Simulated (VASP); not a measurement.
# Si5C4 in VASP: a series of runs

Runs on Si5C4. Level: PBE. Tasks: single point.

Program: VASP 6.6.1. These are calculated values, not measurements. Logs are shortened: lines on timing, memory, paths and dates and some standing lists are left out, and cuts for length are marked.

## Step 1: The cell of the first run

The cell holds a slab with vacuum, 9 atoms: a = 3.092 Å, b = 5.074 Å, c = 18.969 Å, α = 90.00°, β = 90.00°, γ = 90.00°.

## Step 2: Single point, PBE, collinear spin

Contents of INCAR:

```
SYSTEM = Si5C4
  PREC = Accurate
  ENCUT = 520
  EDIFF = 1E-6
  ISMEAR = 0
  SIGMA = 0.05
  LREAL = .FALSE.
  LASPH = .TRUE.
  NELM = 150
  ALGO = Normal
  ISIF = 2
  LWAVE = .FALSE.
  LCHARG = .FALSE.
  ISPIN = 2
  MAGMOM = 0 0 0 0 2 0 0 0 0
  LORBIT = 11
  LDIPOL = .TRUE.
  IDIPOL = 3
  DIPOL = 0.5 0.5 0.323
  GGA = PE
  NBANDS = 32
```

Contents of KPOINTS:

```
regular mesh
0
G
  9 5 1
  0 0 0
```

Contents of POSCAR:

```
Si5C4
1.0
    3.0920147377      0.0000000000      0.0000000000
    0.0000000000      5.0738209500      0.0000000000
    0.0000000000      0.0000000000     18.9686852044
Si C
5 4
Direct
    0.0000000000      0.9954360498      0.2108738669
    0.5000000000      0.4954360498      0.2579297257
    0.5000000000      0.9936729075      0.3565277077
    0.0000000000      0.4650510040      0.3853429996
    0.0000000000      0.7904870000      0.4802278857
    0.0000000000      0.6195639502      0.2108738669
    0.5000000000      0.1195639502      0.2579297257
    0.5000000000      0.6250368441      0.3569005348
    0.0000000000      0.1238203333      0.3937376325
```

Potentials or basis: VASP PAW PBE potentials, release 64 (Si, C).

Run with:

```
> cat potpaw_PBE.64/Si/POTCAR potpaw_PBE.64/C/POTCAR > POTCAR
> mpirun -np 1 vasp_std > vasp.out
```

OUTCAR:

```text
SYSTEM = Si5C4
   PREC = Accurate
   ENCUT = 520
   EDIFF = 1E-6
   ISMEAR = 0
   LREAL = .FALSE.
   LASPH = .TRUE.
   NELM = 150
   ISIF = 2
   ISPIN = 2
   LORBIT = 11
   GGA = PE

 ion  position               nearest neighbor table
   1  0.000  0.995  0.211-   7 1.89   7 1.89   6 1.91   2 3.10   2 3.10   2 3.10   2 3.10
   2  0.500  0.495  0.258-   6 1.89   6 1.89   7 1.91   8 1.99   4 2.87   4 2.87   1 3.10   1 3.10
                             1 3.10   1 3.10   3 3.14
   3  0.500  0.994  0.357-   9 1.82   9 1.82   8 1.87   7 1.98   4 2.90   4 2.90   5 2.99   5 2.99
                             4 3.14   4 3.14   2 3.14
   4  0.000  0.465  0.385-   9 1.74   8 1.83   8 1.83   5 2.44   2 2.87   2 2.87   3 2.90   3 2.90
                             3 3.14   3 3.14
   5  0.000  0.790  0.480-   9 2.36   4 2.44   3 2.99   3 2.99
   6  0.000  0.620  0.211-   2 1.89   2 1.89   1 1.91
   7  0.500  0.120  0.258-   1 1.89   1 1.89   2 1.91   3 1.98
   8  0.500  0.625  0.357-   4 1.83   4 1.83   3 1.87   2 1.99
   9  0.000  0.124  0.394-   4 1.74   3 1.82   3 1.82   5 2.36

  LATTYP: Found a simple orthorhombic cell.
 ALAT       =     3.0920147377
 B/A-ratio  =     1.6409433267
 C/A-ratio  =     6.1347331153

  Lattice vectors:

 A1 = (   3.0920147377,   0.0000000000,   0.0000000000)
 A2 = (   0.0000000000,   5.0738209500,   0.0000000000)
 A3 = (   0.0000000000,   0.0000000000,  18.9686852044)

Analysis of symmetry for initial positions (statically):
=====================================================================
 Subroutine PRICEL returns:
 Original cell was already a primitive cell.

 Routine SETGRP: Setting up the symmetry group for a
 simple orthorhombic supercell.

 Subroutine GETGRP returns: Found  2 space group operations
 (whereof  2 operations were pure point group operations)
 out of a pool of  8 trial point group operations.

The static configuration has the point symmetry C_1h.

Analysis of symmetry for dynamics (positions and initial velocities):
=====================================================================
 Subroutine PRICEL returns:
 Original cell was already a primitive cell.

 Routine SETGRP: Setting up the symmetry group for a
 simple orthorhombic supercell.

 Subroutine GETGRP returns: Found  2 space group operations
 (whereof  2 operations were pure point group operations)
 out of a pool of  8 trial point group operations.

The dynamic configuration has the point symmetry C_1h.

Analysis of structural, dynamic, and magnetic symmetry:
=====================================================================
 Subroutine PRICEL returns:
 Original cell was already a primitive cell.

 Routine SETGRP: Setting up the symmetry group for a
 simple orthorhombic supercell.

 Subroutine GETGRP returns: Found  2 space group operations
 (whereof  2 operations were pure point group operations)
 out of a pool of  8 trial point group operations.

The overall configuration has the point symmetry C_1h.

 Subroutine INISYM returns: Found  2 space group operations
 (whereof  2 operations are pure point group operations),
 and found     1 'primitive' translations

----------------------------------------------------------------------------------------

                                     Primitive cell

  volume of cell :     297.5870

  direct lattice vectors                    reciprocal lattice vectors
     3.092014738  0.000000000  0.000000000     0.323413724  0.000000000  0.000000000
     0.000000000  5.073820950  0.000000000     0.000000000  0.197090124  0.000000000
     0.000000000  0.000000000 18.968685204     0.000000000  0.000000000  0.052718467

  length of vectors
     3.092014738  5.073820950 18.968685204     0.323413724  0.197090124  0.052718467

  position of ions in fractional coordinates (direct lattice)
     0.000000000  0.995436050  0.210873867
     0.500000000  0.495436050  0.257929726
     0.500000000  0.993672907  0.356527708
     0.000000000  0.465051004  0.385343000
     0.000000000  0.790487000  0.480227886
     0.000000000  0.619563950  0.210873867
     0.500000000  0.119563950  0.257929726
     0.500000000  0.625036844  0.356900535
     0.000000000  0.123820333  0.393737632
[... 61 lines left out ...]
   ions per type =               5   4
   NGX,Y,Z   is equivalent  to a cutoff of  12.90, 13.11, 12.62 a.u.
   NGXF,Y,Z  is equivalent  to a cutoff of  25.81, 26.21, 25.24 a.u.
 SYSTEM =  Si5C4
   PREC   = accura    normal or accurate (medium, high low for compatibility)
   ISTART =      0    job   : 0-new  1-cont  2-samecut
   ICHARG =      2    charge: 1-file 2-atom 10-const
   ISPIN  =      2    spin polarized calculation?
   LNONCOLLINEAR =      F non collinear calculations
   LSORBIT =      F    spin-orbit coupling
   LASPH  =      T    aspherical Exc in radial PAW
   ENCUT  =  520.0 eV  38.22 Ry    6.18 a.u.   5.75  9.43 35.27*2*pi/ulx,y,z
   NELM   =    150;   NELMIN=  2; NELMDL= -5     # of ELM steps
   EDIFF  = 0.1E-05   stopping-criterion for ELM
   LREAL  =      F    real-space projection
[... 7 lines left out ...]
   TEBEG  =    0.0;   TEEND  =   0.0 temperature during run
   PSTRESS=    0.0 pullay stress
   NELECT =      36.0000    total number of electrons
   NUPDOWN=      -1.0000    fix difference up-down
   EMIN   =  10.00;   EMAX   =-10.00  energy-range for DOS
   EFERMI =   0.00;   METHOD = LEGACY
   ISMEAR =     0;   SIGMA  =   0.05  broadening in eV -4-tet -1-fermi 0-gaus
   EFERMI_NEDOS =   21; number of points for ismear=-14 and -15
   IALGO  =     38    algorithm
   IMIX   =      4    mixing-type and parameters
     AMIX     =   0.40;   BMIX     =  1.00
     AMIX_MAG =   1.60;   BMIX_MAG =  1.00
  volume/ion in A,a.u.               =      33.07       223.14
  Fermi-wavevector in a.u.,A,eV,Ry     =   0.809663  1.530041  8.919359  0.655554
  Thomas-Fermi vector in A             =   1.918696
   LORBIT       =     11    0 simple, 1 ext, 2 COOP (PROOUT), +10 PAW based schemes
   GGA     = PE    functional components
   LHFCALC =     F    Hartree Fock is set to
   AEXX    =    0.0000 exact exchange contribution
   IVDW    =     0    specifies the selected vdW correction
   LEPSILON=     F    determine dielectric tensor
   LRPA    =     F    only Hartree local field effects (RPA)
 spin polarized calculation
 Gauss-broadening in eV      SIGMA  =   0.05
  energy-cutoff  :      520.00
  volume of cell :      297.59
 maximum number of plane-waves:      8052
 NGX is ok and might be reduce to    24
   NGX = 11   NGY = 19   NGZ = 71

 number of electron      35.9999997 magnetization       0.1406693

 dipolmoment           0.000000      0.000000     -0.023592 electrons x Angstroem

 Free energy of the ion-electron system (eV)
  ---------------------------------------------------
  ext. energy  EPLUGINS =         0.00000000
  ---------------------------------------------------
  free energy    TOTEN  =       -59.21705064 eV

  energy without entropy =      -59.21366163  energy(sigma->0) =      -59.21535614

 E-fermi :  -0.1448     XC(G=0):  -4.7585

 val. band max:       -0.1454529338   @ k =   0.1111   0.2000   0.0000
 cond. band min:      -0.0488132072   @ k =   0.3333   0.4000   0.0000
 fundamental gap:      0.0966397266
 Fermi energy:        -0.1447586997

 spin component 1

 k-point     1 :       0.0000    0.0000    0.0000
  band No.  band energies     occupation
      1     -16.2255      1.00000
      2     -14.1054      1.00000
      3     -12.7157      1.00000
      4     -10.8965      1.00000
      5      -9.8205      1.00000
      6      -8.8322      1.00000
[... 484 lines left out ...]
     29       5.8551      0.00000
     30       6.5821      0.00000
 Fermi energy:        -0.1447586997

 spin component 2

 k-point     1 :       0.0000    0.0000    0.0000
  band No.  band energies     occupation
      1     -16.2174      1.00000
      2     -14.0944      1.00000
      3     -12.7095      1.00000
      4     -10.9119      1.00000
      5      -9.8105      1.00000
      6      -8.8066      1.00000
[... 484 lines left out ...]
     29       5.9014      0.00000
     30       6.5990      0.00000
 [bands above 30 left out]

------------------------ aborting loop because EDIFF is reached ----------------------------------------

 vacuum level on the upper side and lower side of the slab       (xc-potential included)        -0.232         0.072

  FORCE on cell =-STRESS in cart. coord.  units (eV):
  Direction    XX          YY          ZZ          XY          YZ          ZX
  --------------------------------------------------------------------------------------
  -------------------------------------------------------------------------------------
  Total        2.3123575     -1.9690780     -0.5818568      0.0000000      1.7216267      0.0000000
  in kB       12.4494920    -10.6013113     -3.1326564      0.0000000      9.2690592      0.0000000
  external PRESSURE =      -0.4281585 kB  Pullay stress =       0.0000000 kB

 VOLUME and BASIS-vectors are now :
 -----------------------------------------------------------------------------
  energy-cutoff  :      520.00
  volume of cell :      297.59
      direct lattice vectors                 reciprocal lattice vectors
     3.092014738  0.000000000  0.000000000     0.323413724  0.000000000  0.000000000
     0.000000000  5.073820950  0.000000000     0.000000000  0.197090124  0.000000000
     0.000000000  0.000000000 18.968685204     0.000000000  0.000000000  0.052718467

 POSITION                                       TOTAL-FORCE (eV/Angst)
 -----------------------------------------------------------------------------------
      0.00000      5.05066      4.00000         0.000000     -1.956609      1.789345
      1.54601      2.51375      4.89259         0.000000      0.921934     -2.644027
      1.54601      5.04172      6.76286         0.000000     -0.507510     -1.633806
      0.00000      2.35959      7.30945         0.000000      2.282140      2.256629
      0.00000      4.01079      9.10929         0.000000      1.013703     -0.006267
      0.00000      3.14356      4.00000         0.000000      1.180396      1.398543
      1.54601      0.60665      4.89259         0.000000      0.229033     -0.604933
      1.54601      3.17133      6.76993         0.000000     -0.480916     -1.935117
      0.00000      0.62824      7.46869         0.000000     -2.682171      1.379633
 -----------------------------------------------------------------------------------
    total drift:                                0.000000     -0.000219      0.000104

  FREE ENERGIE OF THE ION-ELECTRON SYSTEM (eV)
  ---------------------------------------------------
  free  energy   TOTEN  =       -59.2170506419 eV

  energy  without entropy=      -59.2136616314  energy(sigma->0) =      -59.21535614

 vacuum level on the upper side and lower side of the slab         4.376         4.704

 total charge

# of ion       s       p       d       tot
------------------------------------------
    1        0.746   0.870   0.000   1.616
    2        0.712   0.924   0.000   1.635
    3        0.712   0.968   0.000   1.679
    4        0.725   1.039   0.000   1.765
    5        0.880   0.641   0.000   1.521
    6        0.857   1.528   0.000   2.385
    7        0.849   1.635   0.000   2.483
    8        0.859   1.686   0.000   2.545
    9        0.851   1.700   0.000   2.551
--------------------------------------------------
tot          7.191  10.991   0.000  18.182

 magnetization (x)

# of ion       s       p       d       tot
------------------------------------------
    1        0.012   0.034   0.000   0.046
    2        0.001   0.003   0.000   0.004
    3        0.001   0.002   0.000   0.002
    4        0.000   0.002   0.000   0.002
    5        0.001   0.009   0.000   0.010
    6       -0.002  -0.019   0.000  -0.020
    7        0.001   0.001   0.000   0.002
    8        0.001   0.001   0.000   0.002
    9        0.001   0.003   0.000   0.004
--------------------------------------------------
tot          0.015   0.037   0.000   0.052
```

Wall time 7.5 min (1 thread of Intel Xeon Platinum 8488C (Sapphire Rapids), shared host); peak memory 0.55 GiB.

What came out:

* Free energy: -59.2171 eV
* Largest force: 3.209 eV/Å
* Net moment: 0.14 μB per cell
* Site moments: Si +0.05, +0.00, +0.01 (each value once); C -0.02, +0.00 (each value once) μB
* Valence electrons inside the program's atomic spheres: Si 1.62, 1.64, 1.68, 1.76, 1.52; C 2.38, 2.48, 2.54, 2.55

Forces in eV/Å, atoms in the order of the input:
```
Si   0.000 -1.957  1.789
Si   0.000  0.922 -2.644
Si   0.000 -0.508 -1.634
Si   0.000  2.282  2.257
Si   0.000  1.014 -0.006
C    0.000  1.180  1.399
C    0.000  0.229 -0.605
C    0.000 -0.481 -1.935
C    0.000 -2.682  1.380
```

(Part 1 of 2 ends here.)
